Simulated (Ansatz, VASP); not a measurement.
Given: the input of a run of Ansatz 0.2.0 on Sn.

File input.yaml:

```yaml
crystal:
  lattice:
    - [0.0, 3.1673376916, 3.1673376916]
    - [3.1673376916, 0.0, 3.1673376916]
    - [3.1673376916, 3.1673376916, 0.0]
  atoms:
    - { symbol: Sn, position: [0.75, 0.75, 0.75] }
    - { symbol: Sn, position: [0.5, 0.5, 0.5] }
kpoints:
  mp_grid: { grid: [7, 7, 7] }
scf:
  occupations: { method: fermi_dirac, width: 0.05 }
hamiltonian:
  xc: pbesol
  pseudopotentials: { kind: all_electron, lapw: { basis_error: 0.0005 } }
output:
  forces: true
  stress: true
  eigenvalues: true
```

Potentials or basis: all-electron LAPW, scalar-relativistic.

Command:

```sh
$ ansatz run input.yaml --threads 1 --pin off --max-ram 3072MiB --backend cpu --events-out ev --progress --plain --runs-dir out
```

Problem. Translate it to VASP 6.6.1. Potentials there: VASP PAW PBE potentials, release 64 (Sn_d).

Solution. As run (the cutoff follows the program's own potentials):

The input INCAR:

```
SYSTEM = Sn
PREC = Accurate
ENCUT = 520
EDIFF = 1E-6
ISMEAR = -1
SIGMA = 0.05
LREAL = .False.
LASPH = .True.
NELM = 60
ALGO = Fast
ISIF = 2
LWAVE = .False.
LCHARG = .False.
GGA = PS
NBANDS = 21
```

Contents of KPOINTS:

```
Automatic mesh
0
Gamma
  7 7 7
  0 0 0
```

File POSCAR:

```
Sn
1.0
    0.0000000000      3.1673376916      3.1673376916
    3.1673376916      0.0000000000      3.1673376916
    3.1673376916      3.1673376916      0.0000000000
Sn
2
Direct
    0.7500000000      0.7500000000      0.7500000000
    0.5000000000      0.5000000000      0.5000000000
```

Potentials or basis: VASP PAW PBE potentials, release 64 (Sn_d).

Launch:

```sh
$ cat potpaw_PBE.64/Sn_d/POTCAR > POTCAR
$ mpirun -np 1 vasp_std > vasp.out
```

Both were run:

|  | VASP | Ansatz | Ansatz less VASP |
| --- | --- | --- | --- |
| gap on the k mesh at the Fermi level (eV) | none | none | - |
| pressure (GPa) | 4.9 | 5.1 | +0.14 |

VASP's potentials were made for PBE, not for PBEsol. A gap of «none» marks a metal or a gap that the smearing closes. Ansatz ran all-electron here, and VASP with PAW potentials.
